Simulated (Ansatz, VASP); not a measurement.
## Two plane-wave programs on Lu3AlN4

```xyz
8
Lattice="4.7826 0.0000 0.0014 0.0000 3.2451 0.0000 -0.0015 0.0000 6.4760" Properties=species:S:1:pos:R:3 pbc="T T T"
Lu    3.5513    0.0000    0.8105
Lu    1.1535    1.6226    2.4769
Lu    1.1527    1.6226    5.6188
Al    3.3827    0.0000    4.0485
N     1.4308    0.0000    4.0479
N     1.2194    0.0000    0.8099
N     3.6173    1.6226    2.5672
N     3.6166    1.6226    5.5298
```

Change from the starting cell: species swapped into the Tb4CuPt3 type (Pm, No. 6).

Alike in both runs: functional PBE; k mesh 8 × 12 × 6; occupations gaussian, width 0.02 eV; no spin polarisation.

Ansatz relaxed the structure, and its values are those at the end. VASP's run is a single point on that final structure, the one shown.

```csv
,VASP,Ansatz
version,VASP 6.6.1,Ansatz 0.2.0
potentials or method,"VASP PAW PBE potentials, release 64 (Lu, Al, N), cutoff 520 eV","scalar-relativistic, plane waves, PAW"
valence electrons in the cell,98,98
```

|  | VASP | Ansatz | Ansatz less VASP |
| --- | --- | --- | --- |
| gap on the k mesh at the Fermi level (eV) | 0.38 | 0.38 | +0.005 |
| least direct gap on the mesh (eV) | 0.38 | 0.38 | +0.005 |
| pressure (GPa) | 0.8 | 0.0 | -0.82 |
| rms of the force components (eV/Å) | 0.016 | 0.003 | -0.0132 |

Ansatz's warnings: near symmetry operations not taken.

Neither program's run includes spin-orbit coupling.
